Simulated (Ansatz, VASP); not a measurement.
MgO in VASP and in Ansatz

```xyz
2
Lattice="0.0000 2.1230 2.1230 2.1230 0.0000 2.1230 2.1230 2.1230 0.0000" Properties=species:S:1:pos:R:3 pbc="T T T"
Mg    0.0000    0.0000    0.0000
O     2.1230    2.1230    2.1230
```

Alike in both runs: task single point; functional r2SCAN; k mesh 10 × 10 × 10; occupations gaussian, width 0.02 eV; no spin polarisation.

|  | VASP | Ansatz |
| --- | --- | --- |
| version | VASP 6.6.1 | Ansatz 0.2.0 |
| potentials or method | VASP PAW PBE potentials, release 64 (Mg_sv, O), cutoff 920 eV | scalar-relativistic, plane waves, PAW |
| valence electrons in the cell | 16 | 16 |

```tsv
	VASP	Ansatz	Ansatz less VASP
gap on the k mesh at the Fermi level (eV)	5.41	5.39	-0.018
least direct gap on the mesh (eV)	5.41	5.39	-0.018
pressure (GPa)	-4.1	-4.6	-0.52
```

VASP's potentials were made for PBE, not for r2SCAN. The functional is the same, so the differences come from potentials, cutoffs and numerics.
